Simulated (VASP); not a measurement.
# HfN in VASP: further runs

HfN is run at these levels: PBEsol; tasks: single point.

All numbers are computed with VASP 6.6.1; they aren't measurements. Logs are shortened: lines on timing, memory, paths and dates and some standing lists are left out, and cuts for length are marked.

## (1) The cell of the first run

The structure is cubic, space group Fm-3m (No. 225). Conventional cell: a = 4.699 Å, b = 4.699 Å, c = 4.699 Å, α = 90.00°, β = 90.00°, γ = 90.00°. Within 3.1 Å of Hf (site symmetry m-3m) lie 6 N at 2.35 Å. Within 3.1 Å of N (site symmetry m-3m) lie 6 Hf at 2.35 Å.

## (2) Single point, PBEsol (strain +0.040 along x and y, +0.040 along z)

Input file INCAR:

```
PREC     = Accurate       # precision mode
ENCUT    = 520            # plane-wave cutoff, eV
EDIFF    = 1E-6           # SCF threshold, eV
ISMEAR   = 0              # smearing method
SIGMA    = 0.15           # smearing width, eV
LREAL    = False          # projectors in reciprocal space
LASPH    = True           # aspherical terms in the spheres
NELM     = 80             # most SCF steps
ALGO     = Normal         # electronic algorithm
ISIF     = 2              # what is computed and relaxed
LWAVE    = False          # write WAVECAR
LCHARG   = True           # write CHGCAR
GGA      = PS             # functional
LELF     = True           # ELF
LVHAR    = True         
NBANDS   = 14             # bands
```

Input file KPOINTS:

```
Automatic mesh
0
Gamma
  18 18 18
```

Input file POSCAR:

```
HfN
1.0
    0.0000000000      2.3493600000      2.3493600000
    2.3493600000      0.0000000000      2.3493600000
    2.3493600000      2.3493600000      0.0000000000
Hf N
1 1
Direct
    0.0000000000      0.0000000000      0.0000000000
    0.5000000000      0.5000000000      0.5000000000
```

Potentials or basis: VASP PAW PBE potentials, release 64 (Hf_pv, N).

Launch:

```sh
cat potpaw_PBE.64/Hf_pv/POTCAR potpaw_PBE.64/N/POTCAR > POTCAR
mpirun -np 1 vasp_std > vasp.out
```

OUTCAR:

```text
PREC = Accurate
   ENCUT = 520
   EDIFF = 1E-6
   ISMEAR = 0
   LREAL = False
   LASPH = True
   NELM = 80
   ISIF = 2
   GGA = PS

 ion  position               nearest neighbor table
   1  0.000  0.000  0.000-   2 2.35   2 2.35   2 2.35   2 2.35   2 2.35   2 2.35
   2  0.500  0.500  0.500-   1 2.35   1 2.35   1 2.35   1 2.35   1 2.35   1 2.35

  LATTYP: Found a face centered cubic cell.
 ALAT       =     4.6987200000

  Lattice vectors:

 A1 = (   0.0000000000,   2.3493600000,   2.3493600000)
 A2 = (   2.3493600000,   0.0000000000,   2.3493600000)
 A3 = (   2.3493600000,   2.3493600000,   0.0000000000)

Analysis of symmetry for initial positions (statically):
=====================================================================
 Subroutine PRICEL returns:
 Original cell was already a primitive cell.

 Routine SETGRP: Setting up the symmetry group for a
 face centered cubic supercell.

 Subroutine GETGRP returns: Found 48 space group operations
 (whereof 48 operations were pure point group operations)
 out of a pool of 48 trial point group operations.

The static configuration has the point symmetry O_h .

Analysis of symmetry for dynamics (positions and initial velocities):
=====================================================================
 Subroutine PRICEL returns:
 Original cell was already a primitive cell.

 Routine SETGRP: Setting up the symmetry group for a
 face centered cubic supercell.

 Subroutine GETGRP returns: Found 48 space group operations
 (whereof 48 operations were pure point group operations)
 out of a pool of 48 trial point group operations.

The dynamic configuration has the point symmetry O_h .

 Subroutine INISYM returns: Found 48 space group operations
 (whereof 48 operations are pure point group operations),
 and found     1 'primitive' translations

----------------------------------------------------------------------------------------

                                     Primitive cell

  volume of cell :      25.9345

  direct lattice vectors                    reciprocal lattice vectors
     0.000000000  2.349360000  2.349360000    -0.212823918  0.212823918  0.212823918
     2.349360000  0.000000000  2.349360000     0.212823918 -0.212823918  0.212823918
     2.349360000  2.349360000  0.000000000     0.212823918  0.212823918 -0.212823918

  length of vectors
     3.322496775  3.322496775  3.322496775     0.368621839  0.368621839  0.368621839

  position of ions in fractional coordinates (direct lattice)
     0.000000000  0.000000000  0.000000000
     0.500000000  0.500000000  0.500000000

  ion indices of the primitive-cell ions
   primitive index   ion index
                 1           1
                 2           2

----------------------------------------------------------------------------------------

 KPOINTS: Automatic mesh

Automatic generation of k-mesh.
 Grid dimensions read from file:
 generate k-points for:   18   18   18

 Generating k-lattice:

  Cartesian coordinates                     Fractional coordinates (reciprocal lattice)
    -0.011823551  0.011823551  0.011823551     0.055555556  0.000000000  0.000000000
     0.011823551 -0.011823551  0.011823551     0.000000000  0.055555556  0.000000000
     0.011823551  0.011823551 -0.011823551     0.000000000  0.000000000  0.055555556

  Length of vectors
     0.020478991  0.020478991  0.020478991

  Shift w.r.t. Gamma in fractional coordinates (k-lattice)
     0.000000000  0.000000000  0.000000000

 Subroutine IBZKPT returns following result:
 ===========================================

 Found    195 irreducible k-points:

 Following reciprocal coordinates:
            Coordinates               Weight
  0.000000  0.000000  0.000000      1.000000
  0.055556  0.000000  0.000000      8.000000
  0.111111  0.000000  0.000000      8.000000
  0.166667  0.000000  0.000000      8.000000
  0.222222  0.000000  0.000000      8.000000
  0.277778  0.000000  0.000000      8.000000
[... 16 lines left out ...]
 -0.277778  0.055556  0.000000     24.000000
 -0.222222  0.055556  0.000000     24.000000
 [... further k-points ...]
   k-points           NKPTS =    195   k-points in BZ     NKDIM =    195   number of bands    NBANDS=     14
   number of dos      NEDOS =    301   number of ions     NIONS =      2
   total plane-waves  NPLWV =  21952
   dimension x,y,z NGX =    28 NGY =   28 NGZ =   28
   dimension x,y,z NGXF=    56 NGYF=   56 NGZF=   56
   ions per type =               1   1
   NGX,Y,Z   is equivalent  to a cutoff of  14.01, 14.01, 14.01 a.u.
   NGXF,Y,Z  is equivalent  to a cutoff of  28.02, 28.02, 28.02 a.u.
 SYSTEM =  unknown system
   PREC   = accura    normal or accurate (medium, high low for compatibility)
   ISTART =      0    job   : 0-new  1-cont  2-samecut
   ICHARG =      2    charge: 1-file 2-atom 10-const
   ISPIN  =      1    spin polarized calculation?
   LNONCOLLINEAR =      F non collinear calculations
   LSORBIT =      F    spin-orbit coupling
   LASPH  =      T    aspherical Exc in radial PAW
   ENCUT  =  520.0 eV  38.22 Ry    6.18 a.u.   6.18  6.18  6.18*2*pi/ulx,y,z
   NELM   =     80;   NELMIN=  2; NELMDL= -5     # of ELM steps
   EDIFF  = 0.1E-05   stopping-criterion for ELM
   LREAL  =      F    real-space projection
   EDIFFG = 0.1E-04   stopping-criterion for IOM
   NSW    =      0    number of steps for IOM
   IBRION =     -1    ionic relax: 0-MD 1-quasi-New 2-CG
   NFREE  =      0    steps in history (QN), initial steepest desc. (CG)
   ISIF   =      2    stress and relaxation
   ISYM   =      2    0-nonsym 1-usesym 2-fastsym
   POTIM  = 0.5000    time-step for ionic-motion
   TEBEG  =    0.0;   TEEND  =   0.0 temperature during run
   PSTRESS=    0.0 pullay stress
   NELECT =      15.0000    total number of electrons
   NUPDOWN=      -1.0000    fix difference up-down
   EMIN   =  10.00;   EMAX   =-10.00  energy-range for DOS
   EFERMI =   0.00;   METHOD = LEGACY
   ISMEAR =     0;   SIGMA  =   0.15  broadening in eV -4-tet -1-fermi 0-gaus
   EFERMI_NEDOS =   21; number of points for ismear=-14 and -15
   IALGO  =     38    algorithm
   IMIX   =      4    mixing-type and parameters
     AMIX     =   0.40;   BMIX     =  1.00
     AMIX_MAG =   1.60;   BMIX_MAG =  1.00
  volume/ion in A,a.u.               =      12.97        87.51
  Fermi-wavevector in a.u.,A,eV,Ry     =   1.363994  2.577574 25.313349  1.860479
  Thomas-Fermi vector in A             =   2.490348
   LORBIT       =      0    0 simple, 1 ext, 2 COOP (PROOUT), +10 PAW based schemes
   GGA     = PS    functional components
   LHFCALC =     F    Hartree Fock is set to
   AEXX    =    0.0000 exact exchange contribution
   IVDW    =     0    specifies the selected vdW correction
   LEPSILON=     F    determine dielectric tensor
   LRPA    =     F    only Hartree local field effects (RPA)
 non-spin polarized calculation
 Gauss-broadening in eV      SIGMA  =   0.15
  energy-cutoff  :      520.00
  volume of cell :       25.93
 maximum number of plane-waves:       725
 NGX is ok and might be reduce to    28
   NGX = 13   NGY = 13   NGZ = 13

 number of electron      15.0000000 magnetization

 Free energy of the ion-electron system (eV)
  ---------------------------------------------------
  ext. energy  EPLUGINS =         0.00000000
  ---------------------------------------------------
  free energy    TOTEN  =       -22.65425478 eV

  energy without entropy =      -22.64582028  energy(sigma->0) =      -22.65003753

 E-fermi :   7.1602     XC(G=0): -12.2894

 val. band max:        7.1511988826   @ k =  -0.1667   0.1667   0.0556
 cond. band min:       7.1906752199   @ k =  -0.1111   0.0556   0.0000
 fundamental gap:      0.0394763373
 Fermi energy:         7.1602131153

 k-point     1 :       0.0000    0.0000    0.0000
  band No.  band energies     occupation
      1     -24.3326      2.00000
      2     -24.3326      2.00000
      3     -24.3326      2.00000
      4      -9.5566      2.00000
      5       4.3478      2.00000
      6       4.3478      2.00000
      7       4.3478      2.00000
      8       6.8669      1.99432
      9       6.8669      1.99432
     10       6.8669      1.99432
     11       7.9465      0.00000
     12       8.8488      0.00000
     13       8.8488      0.00000
     14      16.4443      0.00000

 k-point     2 :       0.0556    0.0000    0.0000
  band No.  band energies     occupation
      1     -24.3525      2.00000
      2     -24.3344      2.00000
      3     -24.3344      2.00000
      4      -9.5003      2.00000
      5       4.0232      2.00000
      6       4.1855      2.00000
      7       4.1855      2.00000
      8       6.9409      1.96136
      9       6.9605      1.94029
     10       6.9605      1.94029
     11       8.2008      0.00000
     12       9.0566      0.00000
     13       9.0566      0.00000
     14      16.6546      0.00000

 k-point     3 :       0.1111    0.0000    0.0000
  band No.  band energies     occupation
      1     -24.4093      2.00000
      2     -24.3398      2.00000
      3     -24.3398      2.00000
      4      -9.3365      2.00000
      5       3.2873      2.00000
      6       3.7894      2.00000
      7       3.7894      2.00000
      8       7.0579      1.66516
      9       7.2110      0.63204
     10       7.2110      0.63204
     11       8.8466      0.00000
     12       9.6134      0.00000
     13       9.6134      0.00000
     14      17.2458      0.00000

 k-point     4 :       0.1667    0.0000    0.0000
  band No.  band energies     occupation
      1     -24.4949      2.00000
      2     -24.3479      2.00000
      3     -24.3479      2.00000
      4      -9.0801      2.00000
      5       2.4189      2.00000
      6       3.3053      2.00000
      7       3.3053      2.00000
      8       7.2057      0.66819
      9       7.5832      0.00007
     10       7.5832      0.00007
     11       9.6526      0.00000
     12      10.3895      0.00000
     13      10.3895      0.00000
     14      18.0885      0.00000

 k-point     5 :       0.2222    0.0000    0.0000
  band No.  band energies     occupation
      1     -24.5977      2.00000
      2     -24.3578      2.00000
      3     -24.3578      2.00000
      4      -8.7538      2.00000
      5       1.5450      2.00000
      6       2.8255      2.00000
      7       2.8255      2.00000
      8       7.4373      0.00900
      9       8.0588      0.00000
     10       8.0588      0.00000
     11      10.4638      0.00000
[... 276 lines left out ...]
 k-point    22 :      -0.3333    0.0556    0.0000
  band No.  band energies     occupation
      1     -24.8275      2.00000
      2     -24.4015      2.00000
      3     -24.3759      2.00000
      4      -7.9081      2.00000
      5      -0.1682      2.00000
      6       1.8778      2.00000
      7       2.0600      2.00000
      8       8.3341      0.00000
      9       9.1487      0.00000
     10       9.8484      0.00000
     11      11.5765      0.00000
     12      13.0527      0.00000
     13      13.7749      0.00000
     14      18.0417      0.00000

 k-point    23 :      -0.2778    0.0556    0.0000
  band No.  band energies     occupation
      1     -24.7373      2.00000
      2     -24.3931      2.00000
      3     -24.3648      2.00000
      4      -8.2516      2.00000
      5       0.4613      2.00000
      6       2.1594      2.00000
      7       2.4050      2.00000
      8       7.8407      0.00000
      9       8.5532      0.00000
     10       9.3092      0.00000
     11      11.0787      0.00000
     12      12.3196      0.00000
     13      12.9771      0.00000
     14      18.7103      0.00000

 k-point    24 :      -0.2222    0.0556    0.0000
  band No.  band energies     occupation
      1     -24.6350      2.00000
      2     -24.3821      2.00000
      3     -24.3538      2.00000
      4      -8.6095      2.00000
      5       1.1996      2.00000
      6       2.5277      2.00000
      7       2.8248      2.00000
      8       7.4829      0.00235
      9       8.0011      0.00000
     10       8.7228      0.00000
     11      10.3334      0.00000
     12      11.5507      0.00000
     13      12.0877      0.00000
     14      18.8825      0.00000

 [... further k-points ...]

------------------------ aborting loop because EDIFF is reached ----------------------------------------

  FORCE on cell =-STRESS in cart. coord.  units (eV):
  Direction    XX          YY          ZZ          XY          YZ          ZX
  --------------------------------------------------------------------------------------
  -------------------------------------------------------------------------------------
  Total       -4.7809086     -4.7809086     -4.7809086      0.0000000      0.0000000      0.0000000
  in kB     -295.3536299   -295.3536299   -295.3536299      0.0000000      0.0000000      0.0000000
  external PRESSURE =    -295.3536299 kB  Pullay stress =       0.0000000 kB

 VOLUME and BASIS-vectors are now :
 -----------------------------------------------------------------------------
  energy-cutoff  :      520.00
  volume of cell :       25.93
      direct lattice vectors                 reciprocal lattice vectors
     0.000000000  2.349360000  2.349360000    -0.212823918  0.212823918  0.212823918
     2.349360000  0.000000000  2.349360000     0.212823918 -0.212823918  0.212823918
     2.349360000  2.349360000  0.000000000     0.212823918  0.212823918 -0.212823918

 POSITION                                       TOTAL-FORCE (eV/Angst)
 -----------------------------------------------------------------------------------
      0.00000      0.00000      0.00000         0.000000      0.000000      0.000000
      2.34936      2.34936      2.34936        -0.000000     -0.000000     -0.000000
 -----------------------------------------------------------------------------------
    total drift:                                0.000000      0.000000      0.000000

  FREE ENERGIE OF THE ION-ELECTRON SYSTEM (eV)
  ---------------------------------------------------
  free  energy   TOTEN  =       -22.6542547754 eV

  energy  without entropy=      -22.6458202824  energy(sigma->0) =      -22.65003753
```

Run time: 1.7 min. Hardware: 1 thread of Intel Xeon 8259CL, shared host; peak memory 0.22 GiB.

Results:

```yaml
Free_energy: -22.6543 eV
Pressure: -29.5 GPa
Band_gap_on_the_k_mesh: zero (an odd number of electrons rules out a gap without spin polarisation)
```

Levels at points of the mesh, in eV from the Fermi level:
```tsv
k point	band 4	band 5	band 6	band 7	band 8	band 9	band 10	band 11	band 12	band 13
(0.00, 0.00, 0.00)	-16.72	-2.81	-2.81	-2.81	-0.29	-0.29	-0.29	0.79	1.69	1.69
(0.50, 0.00, 0.00)	-14.55	-8.20	-5.58	-5.58	2.81	3.16	3.16	3.84	7.56	7.56
(0.50, 0.50, 0.00)	-15.66	-5.31	-3.54	-3.54	-3.32	3.50	4.34	4.70	4.70	6.54
```

Caveat: the cell differs from its parent crystal (strain +0.040 along x and y, +0.040 along z); the cell stands under tension; the PAW data sets were made with another functional, which shifts forces and pressure a little; spin-orbit coupling is left out, which moves the levels of the heavy elements.

## (3) Single point, PBEsol (strain +0.080 along x and y, +0.080 along z)

INCAR: that of step 2 with these lines changed.

```diff
@@ -2,3 +2,3 @@
 ENCUT    = 520            # plane-wave cutoff, eV
-EDIFF    = 1E-6           # SCF threshold, eV
+EDIFF    = 1E-7           # SCF threshold, eV
 ISMEAR   = 0              # smearing method
@@ -11,6 +11,4 @@
 LWAVE    = False          # write WAVECAR
-LCHARG   = True           # write CHGCAR
+LCHARG   = False          # write CHGCAR
 GGA      = PS             # functional
-LELF     = True           # ELF
-LVHAR    = True         
 NBANDS   = 14             # bands
```

KPOINTS is that of step 2.

Input file POSCAR:

```
HfN
1.0
    0.0000000000      2.4397200000      2.4397200000
    2.4397200000      0.0000000000      2.4397200000
    2.4397200000      2.4397200000      0.0000000000
Hf N
1 1
Direct
    0.0000000000      0.0000000000      0.0000000000
    0.5000000000      0.5000000000      0.5000000000
```

Potentials or basis: VASP PAW PBE potentials, release 64 (Hf_pv, N).

Launch:

```sh
cat potpaw_PBE.64/Hf_pv/POTCAR potpaw_PBE.64/N/POTCAR > POTCAR
mpirun -np 1 vasp_std > vasp.out
```

It took 2 min on 1 thread of Intel Xeon 8259CL, shared host; peak memory 0.22 GiB.

Results (log left out):

| Quantity | Value |
| --- | --- |
| Free energy | -21.9436 eV |
| Pressure | -42.2 GPa |
| Band gap on the k mesh | zero (an odd number of electrons rules out a gap without spin polarisation) |

Levels at points of the mesh, in eV from the Fermi level:
```
           k point  band 6  band 7  band 8  band 9  band 10  band 11
(0.00, 0.00, 0.00)   -2.63   -2.63   -0.24   -0.24    -0.24    -0.05
(0.50, 0.00, 0.00)   -5.04   -5.04    2.39    2.69     2.69     3.36
(0.50, 0.50, 0.00)   -3.37   -3.37   -2.88    3.00     3.31     3.98
```

Caveat: the cell differs from its parent crystal (strain +0.080 along x and y, +0.080 along z); the cell stands under tension; the PAW data sets were made with another functional, which shifts forces and pressure a little; spin-orbit coupling is left out, which moves the levels of the heavy elements.

[end of part 1 of 3]
